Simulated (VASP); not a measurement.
# Nb (Im-3m) in VASP: notebook, part 2 of 2

VASP 6.6.1. Earlier steps stand in the parts before.

## Step 4: Single point, PBE+D3(BJ)

This run uses another cell than the first one, of 17.06 Å³/atom.

INCAR

```
PREC = Accurate
ENCUT = 520
EDIFF = 1E-6
ISMEAR = 0
SIGMA = 0.1
LREAL = F
LASPH = T
NELM = 100
ALGO = Fast
ISIF = 2
LWAVE = F
LCHARG = F
GGA = PE
IVDW = 12
NBANDS = 12
```

KPOINTS

```
regular mesh
0
Gamma
  18 18 18
```

POSCAR

```
Nb
1.0
   -1.6217616197      1.6217616197      1.6217616197
    1.6217616197     -1.6217616197      1.6217616197
    1.6217616197      1.6217616197     -1.6217616197
Nb
1
Direct
    0.0000000000      0.0000000000      0.0000000000
```

Potentials or basis: VASP PAW PBE potentials, release 64 (Nb_sv).

On the command line:

```console
cat potpaw_PBE.64/Nb_sv/POTCAR > POTCAR
mpirun -np 1 vasp_std > vasp.out
```

OUTCAR:

```text
PREC = Accurate
   ENCUT = 520
   EDIFF = 1E-6
   ISMEAR = 0
   LREAL = F
   LASPH = T
   NELM = 100
   ISIF = 2
   GGA = PE
   IVDW = 12
 IVDW          = 12

 ion  position               nearest neighbor table
   1  0.000  0.000  0.000-

  LATTYP: Found a body centered cubic cell.
 ALAT       =     3.2435232394

  Lattice vectors:

 A1 = (  -1.6217616197,   1.6217616197,   1.6217616197)
 A2 = (   1.6217616197,  -1.6217616197,   1.6217616197)
 A3 = (   1.6217616197,   1.6217616197,  -1.6217616197)

Analysis of symmetry for initial positions (statically):
=====================================================================
 Subroutine PRICEL returns:
 Original cell was already a primitive cell.

 Routine SETGRP: Setting up the symmetry group for a
 body centered cubic supercell.

 Subroutine GETGRP returns: Found 48 space group operations
 (whereof 48 operations were pure point group operations)
 out of a pool of 48 trial point group operations.

The static configuration has the point symmetry O_h .

Analysis of symmetry for dynamics (positions and initial velocities):
=====================================================================
 Subroutine PRICEL returns:
 Original cell was already a primitive cell.

 Routine SETGRP: Setting up the symmetry group for a
 body centered cubic supercell.

 Subroutine GETGRP returns: Found 48 space group operations
 (whereof 48 operations were pure point group operations)
 out of a pool of 48 trial point group operations.

The dynamic configuration has the point symmetry O_h .

 Subroutine INISYM returns: Found 48 space group operations
 (whereof 48 operations are pure point group operations),
 and found     1 'primitive' translations

----------------------------------------------------------------------------------------

                                     Primitive cell

  volume of cell :      17.0617

  direct lattice vectors                    reciprocal lattice vectors
    -1.621761620  1.621761620  1.621761620     0.000000000  0.308306717  0.308306717
     1.621761620 -1.621761620  1.621761620     0.308306717  0.000000000  0.308306717
     1.621761620  1.621761620 -1.621761620     0.308306717  0.308306717  0.000000000

  length of vectors
     2.808973523  2.808973523  2.808973523     0.436011540  0.436011540  0.436011540

  position of ions in fractional coordinates (direct lattice)
     0.000000000  0.000000000  0.000000000

  ion indices of the primitive-cell ions
   primitive index   ion index
                 1           1

----------------------------------------------------------------------------------------

 KPOINTS: regular mesh

Automatic generation of k-mesh.
 Grid dimensions read from file:
 generate k-points for:   18   18   18

 Generating k-lattice:

  Cartesian coordinates                     Fractional coordinates (reciprocal lattice)
     0.000000000  0.017128151  0.017128151     0.055555556  0.000000000  0.000000000
     0.017128151  0.000000000  0.017128151     0.000000000  0.055555556  0.000000000
     0.017128151  0.017128151  0.000000000     0.000000000  0.000000000  0.055555556

  Length of vectors
     0.024222863  0.024222863  0.024222863

  Shift w.r.t. Gamma in fractional coordinates (k-lattice)
     0.000000000  0.000000000  0.000000000

 Subroutine IBZKPT returns following result:
 ===========================================

 Found    195 irreducible k-points:

 Following reciprocal coordinates:
            Coordinates               Weight
  0.000000  0.000000  0.000000      1.000000
  0.055556  0.000000  0.000000     12.000000
  0.111111  0.000000  0.000000     12.000000
  0.166667  0.000000  0.000000     12.000000
  0.222222  0.000000  0.000000     12.000000
  0.277778  0.000000  0.000000     12.000000
[... 16 lines left out ...]
  0.333333  0.111111 -0.000000     48.000000
  0.388889  0.111111  0.000000     48.000000
 [... further k-points ...]
   k-points           NKPTS =    195   k-points in BZ     NKDIM =    195   number of bands    NBANDS=     12
   number of dos      NEDOS =    301   number of ions     NIONS =      1
   total plane-waves  NPLWV =  13824
   dimension x,y,z NGX =    24 NGY =   24 NGZ =   24
   dimension x,y,z NGXF=    48 NGYF=   48 NGZF=   48
   ions per type =               1
   NGX,Y,Z   is equivalent  to a cutoff of  14.20, 14.20, 14.20 a.u.
   NGXF,Y,Z  is equivalent  to a cutoff of  28.41, 28.41, 28.41 a.u.
 SYSTEM =  unknown system
   PREC   = accura    normal or accurate (medium, high low for compatibility)
   ISTART =      0    job   : 0-new  1-cont  2-samecut
   ICHARG =      2    charge: 1-file 2-atom 10-const
   ISPIN  =      1    spin polarized calculation?
   LNONCOLLINEAR =      F non collinear calculations
   LSORBIT =      F    spin-orbit coupling
   LASPH  =      T    aspherical Exc in radial PAW
   ENCUT  =  520.0 eV  38.22 Ry    6.18 a.u.   5.22  5.22  5.22*2*pi/ulx,y,z
   NELM   =    100;   NELMIN=  2; NELMDL= -5     # of ELM steps
   EDIFF  = 0.1E-05   stopping-criterion for ELM
   LREAL  =      F    real-space projection
   EDIFFG = 0.1E-04   stopping-criterion for IOM
   NSW    =      0    number of steps for IOM
   IBRION =     -1    ionic relax: 0-MD 1-quasi-New 2-CG
   NFREE  =      0    steps in history (QN), initial steepest desc. (CG)
   ISIF   =      2    stress and relaxation
   ISYM   =      2    0-nonsym 1-usesym 2-fastsym
   POTIM  = 0.5000    time-step for ionic-motion
   TEBEG  =    0.0;   TEEND  =   0.0 temperature during run
   PSTRESS=    0.0 pullay stress
   NELECT =      13.0000    total number of electrons
   NUPDOWN=      -1.0000    fix difference up-down
   EMIN   =  10.00;   EMAX   =-10.00  energy-range for DOS
   EFERMI =   0.00;   METHOD = LEGACY
   ISMEAR =     0;   SIGMA  =   0.10  broadening in eV -4-tet -1-fermi 0-gaus
   EFERMI_NEDOS =   21; number of points for ismear=-14 and -15
   IALGO  =     68    algorithm
   IMIX   =      4    mixing-type and parameters
     AMIX     =   0.40;   BMIX     =  1.00
     AMIX_MAG =   1.60;   BMIX_MAG =  1.00
  volume/ion in A,a.u.               =      17.06       115.14
  Fermi-wavevector in a.u.,A,eV,Ry     =   1.495256  2.825624 30.419783  2.235791
  Thomas-Fermi vector in A             =   2.607424
   LORBIT       =      0    0 simple, 1 ext, 2 COOP (PROOUT), +10 PAW based schemes
   GGA     = PE    functional components
   LHFCALC =     F    Hartree Fock is set to
   AEXX    =    0.0000 exact exchange contribution
   IVDW    =    12    specifies the selected vdW correction
   LEPSILON=     F    determine dielectric tensor
   LRPA    =     F    only Hartree local field effects (RPA)
 non-spin polarized calculation
 RMM-DIIS sequential band-by-band and
 Gauss-broadening in eV      SIGMA  =   0.10
  energy-cutoff  :      520.00
  volume of cell :       17.06
 maximum number of plane-waves:       472
 NGX is ok and might be reduce to    24
   NGX = 11   NGY = 11   NGZ = 11

 number of electron      13.0000000 magnetization

 Free energy of the ion-electron system (eV)
  ---------------------------------------------------
  ext. energy  EPLUGINS =         0.00000000
  ---------------------------------------------------
  free energy    TOTEN  =       -10.18344280 eV

  energy without entropy =      -10.17587668  energy(sigma->0) =      -10.17965974

 E-fermi :  11.9504     XC(G=0): -12.7828

 val. band max:       11.9408909756   @ k =   0.2778   0.0000   0.0000
 cond. band min:      11.9688528465   @ k =   0.2778   0.1111   0.1111
 fundamental gap:      0.0279618709
 Fermi energy:        11.9504045205

 k-point     1 :       0.0000    0.0000    0.0000
  band No.  band energies     occupation
      1     -42.3538      2.00000
      2     -17.5235      2.00000
      3     -17.5235      2.00000
      4     -17.5235      2.00000
      5       5.9163      2.00000
      6      12.3005      0.00000
      7      12.3005      0.00000
      8      12.3005      0.00000
      9      15.3935      0.00000
     10      15.3935      0.00000
     11      26.3195      0.00000
     12      26.3195      0.00000
[... 331 lines left out ...]
 k-point    24 :       0.3889    0.1111    0.0000
  band No.  band energies     occupation
      1     -42.0490      2.00000
      2     -19.0275      2.00000
      3     -18.0720      2.00000
      4     -17.6102      2.00000
      5       8.4202      2.00000
      6      10.2780      2.00000
      7      13.2339      0.00000
      8      15.2982      0.00000
      9      16.4805      0.00000
     10      19.1528      0.00000
     11      24.4303      0.00000
     12      25.0299      0.00000

 [... further k-points ...]

------------------------ aborting loop because EDIFF is reached ----------------------------------------

 Edisp (eV)   -0.77867

 E8    (eV) :    -0.3785

  FORCE on cell =-STRESS in cart. coord.  units (eV):
  Direction    XX          YY          ZZ          XY          YZ          ZX
  --------------------------------------------------------------------------------------
  -------------------------------------------------------------------------------------
  Total       0.38524     0.38524     0.38524     0.00000     0.00000    -0.00000
  in kB      36.17589    36.17589    36.17589     0.00000     0.00000    -0.00000
  external pressure =       36.18 kB  Pullay stress =        0.00 kB

 VOLUME and BASIS-vectors are now :
 -----------------------------------------------------------------------------
  energy-cutoff  :      520.00
  volume of cell :       17.06
      direct lattice vectors                 reciprocal lattice vectors
    -1.621761620  1.621761620  1.621761620     0.000000000  0.308306717  0.308306717
     1.621761620 -1.621761620  1.621761620     0.308306717  0.000000000  0.308306717
     1.621761620  1.621761620 -1.621761620     0.308306717  0.308306717  0.000000000

 POSITION                                       TOTAL-FORCE (eV/Angst)
 -----------------------------------------------------------------------------------
      0.00000      0.00000      0.00000        -0.000000      0.000000     -0.000000
 -----------------------------------------------------------------------------------
    total drift:                                0.000000      0.000000      0.000000

  FREE ENERGIE OF THE ION-ELECTRON SYSTEM (eV)
  ---------------------------------------------------
  free  energy   TOTEN  =       -10.9621110165 eV

  energy  without entropy=      -10.9545448949  energy(sigma->0) =      -10.95832796
```

OSZICAR:

```text
N       E                     dE             d eps       ncg     rms          rms(c)
DAV:   1     0.119525213116E+03    0.11953E+03   -0.72971E+03  4696   0.109E+03
DAV:   2    -0.566639167062E+01   -0.12519E+03   -0.12053E+03  5024   0.395E+02
DAV:   3    -0.102616945684E+02   -0.45953E+01   -0.43792E+01  6688   0.666E+01
[... 13 lines left out ...]
RMM:  17    -0.101834359388E+02   -0.41455E-05   -0.45804E-05  5143   0.275E-02    0.534E-03
RMM:  18    -0.101834392458E+02   -0.33070E-05   -0.28975E-05  4684   0.229E-02    0.601E-04
RMM:  19    -0.101834410856E+02   -0.18398E-05   -0.16462E-05  4355   0.172E-02    0.856E-04
RMM:  20    -0.101834420516E+02   -0.96600E-06   -0.11293E-05  4095   0.118E-02    0.112E-03
RMM:  21    -0.101834427994E+02   -0.74780E-06   -0.64077E-06  3952   0.926E-03
   1 F= -.10962111E+02 E0= -.10958328E+02  d E =-.756612E-02
```

stdout:

```text
POSCAR found type information on POSCAR Nb
 POSCAR found :  1 types and       1 ions
 scaLAPACK will be used
 LDA part: xc-table for (Slater+PW92), standard interpolation
 POSCAR, INCAR and KPOINTS ok, starting setup
 FFT: planning ... GRIDC
 FFT: planning ... GRID_SOFT
 FFT: planning ... GRID
 WAVECAR not read
 entering main loop
WARNING in EDDRMM: call to ZHEGV failed, returncode =   8  4     10
WARNING in EDDRMM: call to ZHEGV failed, returncode =   8  4     12
WARNING in EDDRMM: call to ZHEGV failed, returncode =   6  3      9
```

Wall time 97 s (1 thread of Intel Xeon 8259CL, shared host); peak memory 0.18 GiB.

What came out:

```
Free energy                : -10.9621 eV
Pressure                   : 3.6 GPa
Band gap on the k mesh     : zero (an odd number of electrons rules out a gap without spin polarisation)
Dispersion energy per atom : -0.779 eV
```

Caveat: the cell stands under pressure.

## Step 5: Summary

```tsv
level	cell	gap on the mesh (eV)	pressure (GPa)
PBE	a = 2.779 Å, angles 109.5°, 1 atom	none	18.4
PBE	a = 2.809 Å, angles 109.5°, 1 atom	none	11.3
PBE+D3(BJ)	a = 2.809 Å, angles 109.5°, 1 atom	none	3.6
```

Alike in all rows: task single point; potentials or basis VASP PAW PBE potentials, release 64 (Nb_sv); no spin polarisation; k mesh 18 × 18 × 18; cutoff (eV) 520; smearing gaussian 0.1 eV.

Caveats: the cell stands under pressure.

Total energies depend on the potentials used, so only differences within one code and one set of settings carry meaning.
